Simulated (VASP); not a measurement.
# BN (P6_3mc) in VASP: settings compared, part 2 of 2

VASP 6.6.1. Earlier steps stand in the parts before.

### 5 Single point, BLYP+D4

This run uses another cell than the first one, of 5.90 Å³/atom, 0.988 times its volume.

File INCAR:

```
  PREC = Accurate
  ENCUT = 520
  EDIFF = 1E-6
  ISMEAR = -1
  SIGMA = 0.05
  LREAL = False
  LASPH = True
  NELM = 60
  ALGO = Normal
  ISIF = 2
  LWAVE = False
  LCHARG = False
  GGA = B5
  ALDAX = 1.0
  AGGAX = 1.0
  AGGAC = 1.0
  ALDAC = 0.0
  IVDW = 13
  VDW_S6 = 1.0
  VDW_S8 = 2.34076671
  VDW_A1 = 0.44488865
  VDW_A2 = 4.0933009
  NBANDS = 16
```

File KPOINTS:

```
regular mesh
0
Gamma
  12 12 6
```

File POSCAR:

```
BN
1.0
    2.5440191102      0.0000000000      0.0000000000
   -1.2720095551      2.2031851771      0.0000000000
    0.0000000000      0.0000000000      4.2079648125
N B
2 2
Direct
    0.3333333333      0.6666666667      0.1251671262
    0.6666666667      0.3333333333      0.6251671262
    0.3333333333      0.6666666667      0.4998328738
    0.6666666667      0.3333333333      0.9998328738
```

Potentials or basis: VASP PAW PBE potentials, release 64 (N, B).

The run is started by

```sh
cat potpaw_PBE.64/N/POTCAR potpaw_PBE.64/B/POTCAR > POTCAR
mpirun -np 1 vasp_std > vasp.out
```

OUTCAR:

```text
PREC = Accurate
   ENCUT = 520
   EDIFF = 1E-6
   ISMEAR = -1
   LREAL = False
   LASPH = True
   NELM = 60
   ISIF = 2
   GGA = B5
   IVDW = 13

 ion  position               nearest neighbor table
   1  0.333  0.667  0.125-   4 1.56   4 1.56   4 1.56   3 1.58
   2  0.667  0.333  0.625-   3 1.56   3 1.56   3 1.56   4 1.58
   3  0.333  0.667  0.500-   2 1.56   2 1.56   2 1.56   1 1.58
   4  0.667  0.333  1.000-   1 1.56   1 1.56   1 1.56   2 1.58

  LATTYP: Found a hexagonal cell.
 ALAT       =     2.5440191102
 C/A-ratio  =     1.6540617937

  Lattice vectors:

 A1 = (   2.5440191102,   0.0000000000,   0.0000000000)
 A2 = (  -1.2720095551,   2.2031851771,   0.0000000000)
 A3 = (   0.0000000000,   0.0000000000,   4.2079648125)

Analysis of symmetry for initial positions (statically):
=====================================================================
 Subroutine PRICEL returns:
 Original cell was already a primitive cell.

 Routine SETGRP: Setting up the symmetry group for a
 hexagonal supercell.

 Subroutine GETGRP returns: Found 12 space group operations
 (whereof  6 operations were pure point group operations)
 out of a pool of 24 trial point group operations.

The static configuration has the point symmetry C_3v.
 The point group associated with its full space group is C_6v.

Analysis of symmetry for dynamics (positions and initial velocities):
=====================================================================
 Subroutine PRICEL returns:
 Original cell was already a primitive cell.

 Routine SETGRP: Setting up the symmetry group for a
 hexagonal supercell.

 Subroutine GETGRP returns: Found 12 space group operations
 (whereof  6 operations were pure point group operations)
 out of a pool of 24 trial point group operations.

The dynamic configuration has the point symmetry C_3v.
 The point group associated with its full space group is C_6v.

 Subroutine INISYM returns: Found 12 space group operations
 (whereof  6 operations are pure point group operations),
 and found     1 'primitive' translations
[... 121 lines left out ...]
  Fermi-wavevector in a.u.,A,eV,Ry     =   1.438468  2.718311 28.153059  2.069191
  Thomas-Fermi vector in A             =   2.557432
   LORBIT       =      0    0 simple, 1 ext, 2 COOP (PROOUT), +10 PAW based schemes
   GGA     = B5    functional components
   LHFCALC =     F    Hartree Fock is set to
   AEXX    =    0.0000 exact exchange contribution
   IVDW    =    13    specifies the selected vdW correction
   LEPSILON=     F    determine dielectric tensor
   LRPA    =     F    only Hartree local field effects (RPA)
 non-spin polarized calculation
  energy-cutoff  :      520.00
  volume of cell :       23.59
 maximum number of plane-waves:       652
 NGX is ok and might be reduce to    20
   NGX =  9   NGY =  9   NGZ = 15

 number of electron      16.0000000 magnetization

 Free energy of the ion-electron system (eV)
  ---------------------------------------------------
  ext. energy  EPLUGINS =         0.00000000
  ---------------------------------------------------
  free energy    TOTEN  =       -32.71826986 eV

  energy without entropy =      -32.71826986  energy(sigma->0) =      -32.71826986

 E-fermi :   8.8105     XC(G=0): -12.1282

 val. band max:        7.8981162849   @ k =   0.0000   0.0000   0.0000
 cond. band min:      13.4895343847   @ k =   0.3333   0.3333   0.0000
 fundamental gap:      5.5914180998
 Fermi energy:         8.8105238448

 k-point     1 :       0.0000    0.0000    0.0000
  band No.  band energies     occupation
      1     -12.3042      2.00000
      2      -8.2141      2.00000
      3      -2.8009      2.00000
      4       5.8040      2.00000
      5       5.8040      2.00000
      6       7.6416      2.00000
[... 433 lines left out ...]
      3      -0.7426      2.00000
      4       0.6832      2.00000
      5       2.0413      2.00000
      6       3.6741      2.00000
[... 8 lines left out ...]
     15      23.9773      0.00000
     16      24.3299      0.00000

 [... further k-points ...]

------------------------ aborting loop because EDIFF is reached ----------------------------------------

  DFT-D4 for vdW energy calculation

  Edisp (eV):   -1.86268

  FORCE on cell =-STRESS in cart. coord.  units (eV):
  Direction    XX          YY          ZZ          XY          YZ          ZX
  --------------------------------------------------------------------------------------
  -------------------------------------------------------------------------------------
  Total       0.00666     0.00666     0.00084     0.00000     0.00000     0.00000
  in kB       0.45236     0.45236     0.05692     0.00000     0.00000     0.00000
  external pressure =        0.32 kB  Pullay stress =        0.00 kB

 VOLUME and BASIS-vectors are now :
 -----------------------------------------------------------------------------
  energy-cutoff  :      520.00
  volume of cell :       23.59
      direct lattice vectors                 reciprocal lattice vectors
     2.544019110  0.000000000  0.000000000     0.393078808  0.226944156  0.000000000
    -1.272009555  2.203185177  0.000000000     0.000000000  0.453888312  0.000000000
     0.000000000  0.000000000  4.207964813     0.000000000  0.000000000  0.237644573

 POSITION                                       TOTAL-FORCE (eV/Angst)
 -----------------------------------------------------------------------------------
     -0.00000      1.46879      0.52670        -0.000000      0.000000     -0.003058
      1.27201      0.73440      2.63068         0.000000      0.000000     -0.003058
     -0.00000      1.46879      2.10328        -0.000000     -0.000000      0.003058
      1.27201      0.73440      4.20726         0.000000      0.000000      0.003058
 -----------------------------------------------------------------------------------
    total drift:                               -0.000000      0.000000      0.000287

  FREE ENERGIE OF THE ION-ELECTRON SYSTEM (eV)
  ---------------------------------------------------
  free  energy   TOTEN  =       -34.5809526464 eV

  energy  without entropy=      -34.5809526464  energy(sigma->0) =      -34.58095265
```

stdout:

```text
POSCAR found type information on POSCAR N B
 POSCAR found :  2 types and       4 ions
 scaLAPACK will be used
 -----------------------------------------------------------------------------
|                                                                             |
|                                                                             |
|     You enforced a specific xc type in the INCAR file but a different       |
|     I HOPE YOU KNOW WHAT YOU ARE DOING!                                     |
|                                                                             |
 -----------------------------------------------------------------------------

 LDA part: xc-table for (Slater(with rela. corr.)+VWN5), standard interpolation
 POSCAR, INCAR and KPOINTS ok, starting setup
 FFT: planning ... GRIDC
 FFT: planning ... GRID_SOFT
 FFT: planning ... GRID
 WAVECAR not read
 entering main loop
```

Wall time 17 s (1 thread of Intel Xeon 6975P-C (Granite Rapids), shared host); peak memory 0.14 GiB.

Results:

- Free energy: -34.5810 eV
- Pressure: 0.0 GPa
- Largest force: 0.003 eV/Å
- Band gap on the k mesh: 5.59 eV, indirect (least direct gap 8.47 eV)
- Dispersion energy per atom: -0.466 eV

Forces in eV/Å, atoms in the order of the input:
```
N    0.000  0.000 -0.003
N    0.000  0.000 -0.003
B    0.000  0.000  0.003
B    0.000  0.000  0.003
```

Caveat: the PAW data sets were made with another functional, which shifts forces and pressure a little. A k mesh can miss the band edges.

### 6 Single point, PBE

File INCAR:

```
SYSTEM = BN
PREC = Accurate
ENCUT = 520
EDIFF = 1E-7
ISMEAR = -1
SIGMA = 0.05
LREAL = .False.
LASPH = .True.
NELM = 100
ALGO = Normal
ISIF = 2
LWAVE = .False.
LCHARG = .True.
GGA = PE
LELF = .True.
LVHAR = .True.
NBANDS = 16
```

File KPOINTS:

```
regular mesh
0
Gamma
  7 7 4
  0 0 0
```

File POSCAR:

```
BN
1.0
    2.5539396017      0.0000000000      0.0000000000
   -1.2769698009      2.2117765748      0.0000000000
    0.0000000000      0.0000000000      4.2268550000
N B
2 2
Direct
    0.3333333333      0.6666666667      0.1252760000
    0.6666666667      0.3333333333      0.6252760000
    0.3333333333      0.6666666667      0.4997240000
    0.6666666667      0.3333333333      0.9997240000
```

Potentials or basis: VASP PAW PBE potentials, release 64 (N, B).

The run is started by

```sh
cat potpaw_PBE.64/N/POTCAR potpaw_PBE.64/B/POTCAR > POTCAR
mpirun -np 1 vasp_std > vasp.out
```

It took 7.9 s on 1 thread of Intel Xeon 6455B, shared host; peak memory 0.13 GiB.

The run converged. Its results:

```yaml
Free_energy: -34.8317 eV
Pressure: 0.2 GPa
Largest_force: 0.016 eV/Å
Band_gap_on_the_k_mesh: 5.58 eV, indirect (least direct gap 8.23 eV)
```

Forces on the atoms (eV/Å):
```
N    0.000  0.000 -0.016
N    0.000  0.000 -0.016
B    0.000  0.000  0.016
B    0.000  0.000  0.016
```

Stress tensor (GPa, compression positive):
```
 0.47  0.00  0.00
 0.00  0.47  0.00
 0.00  0.00 -0.34
```

Levels at points of the mesh, in eV from the valence-band top:
| k point | band 5 | band 6 | band 7 | band 8 | band 9 | band 10 | band 11 | band 12 |
| --- | --- | --- | --- | --- | --- | --- | --- | --- |
| (0.00, 0.00, 0.00) | -2.10 | -0.28 | 0.00 | 0.00 | 8.33 | 8.33 | 8.53 | 9.42 |
| (0.00, 0.00, 0.50) | -1.16 | -1.16 | -1.16 | -1.16 | 9.41 | 9.41 | 9.88 | 9.88 |

A k mesh can miss the band edges. PBE gaps usually lie below the measured ones, often by a third to a half.

### 7 The runs side by side

| task | level | cell | k mesh | cutoff (eV) | gap on the mesh (eV) | pressure (GPa) | relaxed volume (Å³/atom) |
| --- | --- | --- | --- | --- | --- | --- | --- |
| relaxation of cell and atoms | BLYP+D4 | relaxed from a = 2.554, b = 2.554, c = 4.227 Å, angles 90.0, 90.0, 120.0°, 4 atoms | 12 × 12 × 6 | 600 | 5.59 | 0.1 | 5.89 |
| relaxation of cell and atoms | revPBE+D3(BJ) | relaxed from a = 2.554, b = 2.554, c = 4.227 Å, angles 90.0, 90.0, 120.0°, 4 atoms | 12 × 12 × 6 | 600 | 5.22 | 0.0 | 5.86 |
| single point | BLYP+D3(BJ) | a = 2.545, b = 2.545, c = 4.210 Å, angles 90.0, 90.0, 120.0°, 4 atoms | 12 × 12 × 6 | 520 | 5.59 | 0.0 | - |
| single point | BLYP+D4 | a = 2.544, b = 2.544, c = 4.208 Å, angles 90.0, 90.0, 120.0°, 4 atoms | 12 × 12 × 6 | 520 | 5.59 | 0.0 | - |
| single point | PBE | a = 2.554, b = 2.554, c = 4.227 Å, angles 90.0, 90.0, 120.0°, 4 atoms | 7 × 7 × 4 | 520 | 5.58 | 0.2 | - |

Alike in all rows: potentials or basis VASP PAW PBE potentials, release 64 (N, B); no spin polarisation; smearing fermi-dirac 0.05 eV.

Caveats: the PAW data sets were made with another functional, which shifts forces and pressure a little (some runs).

Total energies depend on the potentials used, so only differences within one code and one set of settings carry meaning.
